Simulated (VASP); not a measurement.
A run of VASP 6.6.1 is set up as follows.

INCAR

```
SYSTEM = SrEuMgWO6
PREC = Accurate
ENCUT = 840
EDIFF = 1E-6
ISMEAR = 0
SIGMA = 0.1
LREAL = .False.
LASPH = .True.
NELM = 200
ALGO = Normal
ISIF = 2
LWAVE = .False.
LCHARG = .False.
ISPIN = 2
MAGMOM = 7 0 0 0 0 0 0 0 0 0
LORBIT = 11
LMAXMIX = 6
GGA = PS
NBANDS = 58
GGA_COMPAT = .False.
```

File KPOINTS:

```
regular mesh
0
Gamma
  4 4 4
  0 0 0
```

Contents of POSCAR:

```
SrEuMgWO6
1.0
    0.0000000000      4.0212716100      4.0212716100
    4.0212716100      0.0000000000      4.0212716100
    4.0212716100      4.0212716100      0.0000000000
Eu Mg O Sr W
1 1 6 1 1
Direct
    0.2500000000      0.2500000000      0.2500000000
    0.0000000000      0.0000000000      0.0000000000
    0.7435779400      0.2564220600      0.2564220600
    0.2564220600      0.7435779400      0.7435779400
    0.2564220600      0.7435779400      0.2564220600
    0.7435779400      0.2564220600      0.7435779400
    0.2564220600      0.2564220600      0.7435779400
    0.7435779400      0.7435779400      0.2564220600
    0.7500000000      0.7500000000      0.7500000000
    0.5000000000      0.5000000000      0.5000000000
```

Potentials or basis: VASP PAW PBE potentials, release 64 (Eu, Mg_sv, O, Sr_sv, W_sv).

The run is started by

```bash
$ cat potpaw_PBE.64/Eu/POTCAR potpaw_PBE.64/Mg_sv/POTCAR potpaw_PBE.64/O/POTCAR potpaw_PBE.64/Sr_sv/POTCAR potpaw_PBE.64/W_sv/POTCAR > POTCAR
$ mpirun -np 1 vasp_std > vasp.out
```

(1) Estimate the pressure.

(2) Estimate the largest force.

## Answers

(1) -9.7 GPa.

(2) 0.675 eV/Å.

Caveat: the cell stands under tension; the PAW data sets were made with another functional, which shifts forces and pressure a little; a cell with one magnetic atom can't hold antiferromagnetic order, which such compounds often take.
